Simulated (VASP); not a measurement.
# Sb3Os (Pm-3m) in VASP: further runs

The runs below take Sb3Os through relaxation of cell and atoms, single point, with PBE.

All numbers are computed with VASP 6.6.1; they aren't measurements. Logs are shortened: lines on timing, memory, paths and dates and some standing lists are left out, and cuts for length are marked.

### 1 The cell of the first run

Symmetry: Pm-3m, No. 221, cubic system. Conventional cell: a = 4.558 Å, b = 4.558 Å, c = 4.558 Å, α = 90.00°, β = 90.00°, γ = 90.00°. Sb (site symmetry 4/mmm) has 8 Sb at 3.22 Å and 4 Os at 3.22 Å within 4.2 Å. Os (site symmetry m-3m) has 12 Sb at 3.22 Å within 4.2 Å.

### 2 Relaxation of cell and atoms, PBE

Input file INCAR:

```
PREC = Accurate
ENCUT = 600
EDIFF = 1E-6
ISMEAR = 0
SIGMA = 0.1
LREAL = False
LASPH = True
NELM = 100
ALGO = Normal
ISIF = 3
LWAVE = False
LCHARG = False
GGA = PE
IBRION = 2
NSW = 90
EDIFFG = -0.04
```

Input file KPOINTS:

```
Automatic mesh
0
Gamma
  4 4 4
```

Input file POSCAR:

```
Sb3Os
1.0
    4.5583451002      0.0000000000      0.0000000000
    0.0000000000      4.5583451002      0.0000000000
    0.0000000000      0.0000000000      4.5583451002
Sb Os
3 1
Direct
    0.0000000000      0.5000000000      0.5000000000
    0.5000000000      0.0000000000      0.5000000000
    0.5000000000      0.5000000000      0.0000000000
    0.0000000000      0.0000000000      0.0000000000
```

Potentials or basis: VASP PAW PBE potentials, release 64 (Sb, Os).

On the command line:

```bash
$ cat potpaw_PBE.64/Sb/POTCAR potpaw_PBE.64/Os/POTCAR > POTCAR
$ mpirun -np 1 vasp_std > vasp.out
```

OUTCAR:

```text
PREC = Accurate
   ENCUT = 600
   EDIFF = 1E-6
   ISMEAR = 0
   LREAL = False
   LASPH = True
   NELM = 100
   ISIF = 3
   GGA = PE
   IBRION = 2
   NSW = 90
   EDIFFG = -0.04

 ion  position               nearest neighbor table
   1  0.000  0.500  0.500-   2 3.22   3 3.22   4 3.22   3 3.22   4 3.22   2 3.22   4 3.22   4 3.22
                             2 3.22   3 3.22   3 3.22   2 3.22
   2  0.500  0.000  0.500-   1 3.22   3 3.22   4 3.22   3 3.22   4 3.22   1 3.22   3 3.22   3 3.22
                             1 3.22   4 3.22   4 3.22   1 3.22
   3  0.500  0.500  0.000-   1 3.22   2 3.22   4 3.22   1 3.22   2 3.22   2 3.22   4 3.22   2 3.22
                             1 3.22   4 3.22   1 3.22   4 3.22
   4  0.000  0.000  0.000-   1 3.22   2 3.22   3 3.22   1 3.22   2 3.22   1 3.22   3 3.22   1 3.22
                             2 3.22   3 3.22   2 3.22   3 3.22

  LATTYP: Found a simple cubic cell.
 ALAT       =     4.5583451002

  Lattice vectors:

 A1 = (   4.5583451002,   0.0000000000,   0.0000000000)
 A2 = (   0.0000000000,   4.5583451002,   0.0000000000)
 A3 = (   0.0000000000,   0.0000000000,   4.5583451002)

Analysis of symmetry for initial positions (statically):
=====================================================================
 Subroutine PRICEL returns:
 Original cell was already a primitive cell.

 Routine SETGRP: Setting up the symmetry group for a
 simple cubic supercell.

 Subroutine GETGRP returns: Found 48 space group operations
 (whereof 48 operations were pure point group operations)
 out of a pool of 48 trial point group operations.

The static configuration has the point symmetry O_h .

Analysis of symmetry for dynamics (positions and initial velocities):
=====================================================================
 Subroutine PRICEL returns:
 Original cell was already a primitive cell.

 Routine SETGRP: Setting up the symmetry group for a
 simple cubic supercell.

 Subroutine GETGRP returns: Found 48 space group operations
 (whereof 48 operations were pure point group operations)
 out of a pool of 48 trial point group operations.

The dynamic configuration has the point symmetry O_h .

 Subroutine INISYM returns: Found 48 space group operations
 (whereof 48 operations are pure point group operations),
 and found     1 'primitive' translations

----------------------------------------------------------------------------------------

                                     Primitive cell

  volume of cell :      94.7156

  direct lattice vectors                    reciprocal lattice vectors
     4.558345100  0.000000000  0.000000000     0.219377861  0.000000000  0.000000000
     0.000000000  4.558345100  0.000000000     0.000000000  0.219377861  0.000000000
     0.000000000  0.000000000  4.558345100     0.000000000  0.000000000  0.219377861

  length of vectors
     4.558345100  4.558345100  4.558345100     0.219377861  0.219377861  0.219377861

  position of ions in fractional coordinates (direct lattice)
     0.000000000  0.500000000  0.500000000
     0.500000000  0.000000000  0.500000000
     0.500000000  0.500000000  0.000000000
     0.000000000  0.000000000  0.000000000

  ion indices of the primitive-cell ions
   primitive index   ion index
                 1           1
                 2           2
                 3           3
                 4           4

----------------------------------------------------------------------------------------

 KPOINTS: Automatic mesh

Automatic generation of k-mesh.
 Grid dimensions read from file:
 generate k-points for:    4    4    4

 Generating k-lattice:

  Cartesian coordinates                     Fractional coordinates (reciprocal lattice)
     0.054844465  0.000000000  0.000000000     0.250000000  0.000000000  0.000000000
     0.000000000  0.054844465  0.000000000     0.000000000  0.250000000  0.000000000
     0.000000000  0.000000000  0.054844465     0.000000000  0.000000000  0.250000000

  Length of vectors
     0.054844465  0.054844465  0.054844465

  Shift w.r.t. Gamma in fractional coordinates (k-lattice)
     0.000000000  0.000000000  0.000000000

 Subroutine IBZKPT returns following result:
 ===========================================

 Found     10 irreducible k-points:

 Following reciprocal coordinates:
            Coordinates               Weight
  0.000000  0.000000  0.000000      1.000000
  0.250000  0.000000  0.000000      6.000000
  0.500000  0.000000  0.000000      3.000000
  0.250000  0.250000  0.000000     12.000000
  0.500000  0.250000  0.000000     12.000000
  0.500000  0.500000  0.000000      3.000000
  0.250000  0.250000  0.250000      8.000000
  0.500000  0.250000  0.250000     12.000000
  0.500000  0.500000  0.250000      6.000000
  0.500000  0.500000  0.500000      1.000000
   k-points           NKPTS =     10   k-points in BZ     NKDIM =     10   number of bands    NBANDS=     15
   number of dos      NEDOS =    301   number of ions     NIONS =      4
   total plane-waves  NPLWV =  46656
   dimension x,y,z NGX =    36 NGY =   36 NGZ =   36
   dimension x,y,z NGXF=    72 NGYF=   72 NGZF=   72
   ions per type =               3   1
   NGX,Y,Z   is equivalent  to a cutoff of  13.13, 13.13, 13.13 a.u.
   NGXF,Y,Z  is equivalent  to a cutoff of  26.26, 26.26, 26.26 a.u.
 SYSTEM =  unknown system
   PREC   = accura    normal or accurate (medium, high low for compatibility)
   ISTART =      0    job   : 0-new  1-cont  2-samecut
   ICHARG =      2    charge: 1-file 2-atom 10-const
   ISPIN  =      1    spin polarized calculation?
   LNONCOLLINEAR =      F non collinear calculations
   LSORBIT =      F    spin-orbit coupling
   LASPH  =      T    aspherical Exc in radial PAW
   ENCUT  =  600.0 eV  44.10 Ry    6.64 a.u.   9.10  9.10  9.10*2*pi/ulx,y,z
   NELM   =    100;   NELMIN=  2; NELMDL= -5     # of ELM steps
   EDIFF  = 0.1E-05   stopping-criterion for ELM
   LREAL  =      F    real-space projection
   EDIFFG = -.4E-01   stopping-criterion for IOM
   NSW    =     90    number of steps for IOM
   IBRION =      2    ionic relax: 0-MD 1-quasi-New 2-CG
   NFREE  =      1    steps in history (QN), initial steepest desc. (CG)
   ISIF   =      3    stress and relaxation
   ISYM   =      2    0-nonsym 1-usesym 2-fastsym
   POTIM  = 0.5000    time-step for ionic-motion
   TEBEG  =    0.0;   TEEND  =   0.0 temperature during run
   PSTRESS=    0.0 pullay stress
   NELECT =      23.0000    total number of electrons
   NUPDOWN=      -1.0000    fix difference up-down
   EMIN   =  10.00;   EMAX   =-10.00  energy-range for DOS
   EFERMI =   0.00;   METHOD = LEGACY
   ISMEAR =     0;   SIGMA  =   0.10  broadening in eV -4-tet -1-fermi 0-gaus
   EFERMI_NEDOS =   21; number of points for ismear=-14 and -15
   IALGO  =     38    algorithm
   IMIX   =      4    mixing-type and parameters
     AMIX     =   0.40;   BMIX     =  1.00
     AMIX_MAG =   1.60;   BMIX_MAG =  1.00
  volume/ion in A,a.u.               =      23.68       159.79
  Fermi-wavevector in a.u.,A,eV,Ry     =   1.021355  1.930082 14.193148  1.043167
  Thomas-Fermi vector in A             =   2.154976
   LORBIT       =      0    0 simple, 1 ext, 2 COOP (PROOUT), +10 PAW based schemes
   GGA     = PE    functional components
   LHFCALC =     F    Hartree Fock is set to
   AEXX    =    0.0000 exact exchange contribution
   IVDW    =     0    specifies the selected vdW correction
   LEPSILON=     F    determine dielectric tensor
   LRPA    =     F    only Hartree local field effects (RPA)
 conjugate gradient relaxation of ions
 non-spin polarized calculation
 Gauss-broadening in eV      SIGMA  =   0.10
  energy-cutoff  :      600.00
  volume of cell :       94.72
 maximum number of plane-waves:      3184
   NGX = 19   NGY = 19   NGZ = 19

--------------------------------------- Ionic step        1  -------------------------------------------

 number of electron      22.9999997 magnetization

 Free energy of the ion-electron system (eV)
  ---------------------------------------------------
  ext. energy  EPLUGINS =         0.00000000
  ---------------------------------------------------
  free energy    TOTEN  =       -20.34756672 eV

  energy without entropy =      -20.33354813  energy(sigma->0) =      -20.34055742

------------------------ aborting loop because EDIFF is reached ----------------------------------------

  FORCE on cell =-STRESS in cart. coord.  units (eV):
  Direction    XX          YY          ZZ          XY          YZ          ZX
  --------------------------------------------------------------------------------------
  -------------------------------------------------------------------------------------
  Total       -2.8855409     -2.8855409     -2.8855409     -0.0000000     -0.0000000      0.0000000
  in kB      -48.8108315    -48.8108315    -48.8108315     -0.0000000     -0.0000000      0.0000000
  external PRESSURE =     -48.8108315 kB  Pullay stress =       0.0000000 kB

 VOLUME and BASIS-vectors are now :
 -----------------------------------------------------------------------------
  energy-cutoff  :      600.00
  volume of cell :       94.72
      direct lattice vectors                 reciprocal lattice vectors
     4.558345100  0.000000000  0.000000000     0.219377861  0.000000000  0.000000000
     0.000000000  4.558345100  0.000000000     0.000000000  0.219377861  0.000000000
     0.000000000  0.000000000  4.558345100     0.000000000  0.000000000  0.219377861
[... 39 lines left out ...]
 POSITION                                       TOTAL-FORCE (eV/Angst)
 -----------------------------------------------------------------------------------
     -0.00000      2.19985      2.19985         0.000000      0.000000      0.000000
      2.19985     -0.00000      2.19985         0.000000      0.000000      0.000000
      2.19985      2.19985      0.00000        -0.000000     -0.000000      0.000000
      0.00000      0.00000      0.00000        -0.000000     -0.000000      0.000000
 -----------------------------------------------------------------------------------
    total drift:                               -0.000000     -0.000000     -0.000000

  FREE ENERGIE OF THE ION-ELECTRON SYSTEM (eV)
  ---------------------------------------------------
  free  energy   TOTEN  =       -20.3526049829 eV

  energy  without entropy=      -20.3395554870  energy(sigma->0) =      -20.34608023

--------------------------------------- Ionic step        3  -------------------------------------------

 number of electron      23.0000005 magnetization

 Free energy of the ion-electron system (eV)
  ---------------------------------------------------
  ext. energy  EPLUGINS =         0.00000000
  ---------------------------------------------------
  free energy    TOTEN  =       -20.42940488 eV

  energy without entropy =      -20.41558799  energy(sigma->0) =      -20.42249644

 E-fermi :   9.0726     XC(G=0): -11.1327

 val. band max:        9.0717830317   @ k =   0.5000   0.5000   0.0000
 cond. band min:       9.0835696146   @ k =   0.5000   0.5000   0.5000
 fundamental gap:      0.0117865828
 Fermi energy:         9.0725800143

 k-point     1 :       0.0000    0.0000    0.0000
  band No.  band energies     occupation
      1      -4.1831      2.00000
      2       1.8602      2.00000
      3       1.8602      2.00000
      4       4.4668      2.00000
      5       4.4668      2.00000
      6       4.4668      2.00000
      7       7.9495      2.00000
      8       7.9495      2.00000
      9       7.9495      2.00000
     10       8.2130      2.00000
     11       8.5788      2.00000
     12       8.5788      2.00000
     13      10.1660      0.00000
     14      10.1660      0.00000
     15      10.1660      0.00000
[... 182 lines left out ...]
 POSITION                                       TOTAL-FORCE (eV/Angst)
 -----------------------------------------------------------------------------------
     -0.00000      2.23789      2.23789         0.000000      0.000000      0.000000
      2.23789     -0.00000      2.23789         0.000000      0.000000      0.000000
      2.23789      2.23789      0.00000        -0.000000     -0.000000      0.000000
      0.00000      0.00000      0.00000        -0.000000     -0.000000      0.000000
 -----------------------------------------------------------------------------------
    total drift:                               -0.000000     -0.000000      0.000000

  FREE ENERGIE OF THE ION-ELECTRON SYSTEM (eV)
  ---------------------------------------------------
  free  energy   TOTEN  =       -20.4294048836 eV

  energy  without entropy=      -20.4155879865  energy(sigma->0) =      -20.42249644

 reached required accuracy - stopping structural energy minimisation
```

Run time: 86 s. Hardware: 1 thread of Intel Xeon 8259CL, shared host; peak memory 0.22 GiB.

Results:

* Free energy: -20.4294 eV
* Relaxed volume: 22.42 Å³/atom
* Relaxed cell: a = 4.476 Å, b = 4.476 Å, c = 4.476 Å, α = 90.00°, β = 90.00°, γ = 90.00°
* Space group after relaxing (to 0.05 Å): Pm-3m (No. 221)
* Energy gained by relaxing: 20.5 meV/atom
* Ionic steps: 3
* Pressure after relaxing: 0.0 GPa

The path:
```tsv
step	energy change (eV)	largest force (eV/Å)	pressure (GPa)	volume (Å³)
1	0.0000	0.0000	-4.88	94.72
2	-0.0050	0.0000	5.80	85.17
3	-0.0818	0.0000	-0.04	89.66
```

Final structure:
```xyz
4
Lattice="4.4758 0.0000 0.0000 0.0000 4.4758 0.0000 0.0000 0.0000 4.4758" Properties=species:S:1:pos:R:3 pbc="T T T"
Sb    0.0000    2.2379    2.2379
Sb    2.2379    0.0000    2.2379
Sb    2.2379    2.2379    0.0000
Os    0.0000    0.0000    0.0000
```

Caveat: spin-orbit coupling is left out, which moves the levels of the heavy elements.

### 3 Single point, PBE

This run uses another cell than the first one, of 22.47 Å³/atom, 0.949 times its volume.

Input file INCAR:

```
PREC = Accurate
ENCUT = 520
EDIFF = 1E-6
ISMEAR = 0
SIGMA = 0.1
LREAL = F
LASPH = T
NELM = 100
ALGO = Normal
ISIF = 2
LWAVE = F
LCHARG = T
GGA = PE
LELF = T
LVHAR = T
NBANDS = 20
```

Input file KPOINTS:

```
regular mesh
0
Gamma
  10 10 10
```

Input file POSCAR:

```
Sb3Os
1.0
    4.4793564488      0.0000000000      0.0000000000
    0.0000000000      4.4793564488      0.0000000000
    0.0000000000      0.0000000000      4.4793564488
Sb Os
3 1
Direct
    0.0000000000      0.5000000000      0.5000000000
    0.5000000000      0.0000000000      0.5000000000
    0.5000000000      0.5000000000      0.0000000000
    0.0000000000      0.0000000000      0.0000000000
```

Potentials or basis: VASP PAW PBE potentials, release 64 (Sb, Os).

On the command line:

```bash
$ cat potpaw_PBE.64/Sb/POTCAR potpaw_PBE.64/Os/POTCAR > POTCAR
$ mpirun -np 1 vasp_std > vasp.out
```

It took 2.2 min on 1 thread of Intel Xeon 8259CL, shared host; peak memory 0.27 GiB.

The run converged. Its results:

```
Free energy : -20.2089 eV
Pressure    : -0.1 GPa
```

Levels at points of the mesh, in eV from the Fermi level:
| k point | band 8 | band 9 | band 10 | band 11 | band 12 | band 13 | band 14 | band 15 | band 16 | band 17 |
| --- | --- | --- | --- | --- | --- | --- | --- | --- | --- | --- |
| (0.00, 0.00, 0.00) | -1.22 | -1.22 | -1.00 | -0.60 | -0.60 | 0.94 | 0.94 | 0.94 | 3.24 | 3.24 |
| (0.50, 0.00, 0.00) | -1.71 | -1.71 | -1.15 | -0.78 | -0.43 | 0.10 | 0.10 | 2.83 | 4.07 | 4.07 |
| (0.50, 0.50, 0.00) | -1.65 | -1.03 | -0.85 | -0.72 | -0.72 | -0.11 | 2.34 | 2.34 | 3.56 | 3.83 |
| (0.50, 0.50, 0.50) | -2.11 | -0.60 | -0.60 | -0.09 | -0.09 | -0.09 | 4.70 | 4.70 | 5.11 | 5.11 |

Caveat: spin-orbit coupling is left out, which moves the levels of the heavy elements.

### 4 Relaxation of cell and atoms, PBE

This run uses another cell than the first one, of 22.43 Å³/atom, 0.947 times its volume.

Input file INCAR:

```
SYSTEM = Sb3Os
  ALGO = Normal
  EDIFF = 1E-7
  EDIFFG = -0.01
  ENCUT = 600
  GGA = PE
  IBRION = 2
  ISIF = 3
  ISMEAR = 0
  LASPH = .TRUE.
  LCHARG = .FALSE.
  LREAL = .FALSE.
  LWAVE = .FALSE.
  NELM = 60
  NSW = 100
  PREC = Accurate
  SIGMA = 0.1
```

Input file KPOINTS:

```
k-points
0
G
  10 10 10
  0 0 0
```

Input file POSCAR:

```
Sb3Os
1.0
    4.4767082995      0.0000000000      0.0000000000
    0.0000000000      4.4767082995      0.0000000000
    0.0000000000      0.0000000000      4.4767082995
Sb Os
3 1
Direct
    0.0000000000      0.5000000000      0.5000000000
    0.5000000000      0.0000000000      0.5000000000
    0.5000000000      0.5000000000      0.0000000000
    0.0000000000      0.0000000000      0.0000000000
```

On the command line:

```bash
$ cat potpaw_PBE.64/Sb/POTCAR potpaw_PBE.64/Os/POTCAR > POTCAR
$ mpirun -np 1 vasp_std > vasp.out
```

Wall time 4.4 min (1 thread of Intel Xeon 8259CL, shared host); peak memory 0.28 GiB.

It converged, with:

- Free energy: -20.2094 eV
- Relaxed volume: 22.44 Å³/atom
- Relaxed cell: a = 4.478 Å, b = 4.478 Å, c = 4.478 Å, α = 90.00°, β = 90.00°, γ = 90.00°
- Space group after relaxing (to 0.05 Å): Pm-3m (No. 221)
- Energy gained by relaxing: 0.0 meV/atom
- Ionic steps: 3
- Pressure after relaxing: 0.0 GPa

Final structure:
```
Sb Os
1.0
     4.47768    0.00000    0.00000
     0.00000    4.47768    0.00000
     0.00000    0.00000    4.47768
Sb Os
3 1
Direct
  0.00000 0.50000 0.50000
  0.50000 0.00000 0.50000
  0.50000 0.50000 0.00000
  0.00000 0.00000 0.00000
```

Levels at points of the mesh, in eV from the Fermi level:
| k point | band 9 | band 10 | band 11 | band 12 | band 13 | band 14 | band 15 |
| --- | --- | --- | --- | --- | --- | --- | --- |
| (0.00, 0.00, 0.00) | -1.22 | -1.00 | -0.60 | -0.60 | 0.94 | 0.94 | 0.94 |
| (0.50, 0.00, 0.00) | -1.71 | -1.16 | -0.78 | -0.43 | 0.10 | 0.10 | 2.84 |
| (0.50, 0.50, 0.00) | -1.04 | -0.85 | -0.72 | -0.72 | -0.11 | 2.35 | 2.35 |
| (0.50, 0.50, 0.50) | -0.60 | -0.60 | -0.09 | -0.09 | -0.09 | 4.70 | 4.70 |

Caveat: spin-orbit coupling is left out, which moves the levels of the heavy elements.

### 5 Summary

| task | cell | k mesh | cutoff (eV) | gap on the mesh (eV) | pressure (GPa) | relaxed volume (Å³/atom) |
| --- | --- | --- | --- | --- | --- | --- |
| relaxation of cell and atoms | relaxed from a = 4.558 Å, 4 atoms | 4 × 4 × 4 | 600 | none | 0.0 | 22.42 |
| single point | a = 4.479 Å, 4 atoms | 10 × 10 × 10 | 520 | none | -0.1 | - |
| relaxation of cell and atoms | relaxed from a = 4.477 Å, 4 atoms | 10 × 10 × 10 | 600 | none | 0.0 | 22.44 |

Alike in all rows: level PBE; potentials or basis VASP PAW PBE potentials, release 64 (Sb, Os); no spin polarisation; smearing gaussian 0.1 eV.

Caveats: spin-orbit coupling is left out, which moves the levels of the heavy elements.

Absolute energies hang on the potentials; compare differences alone.
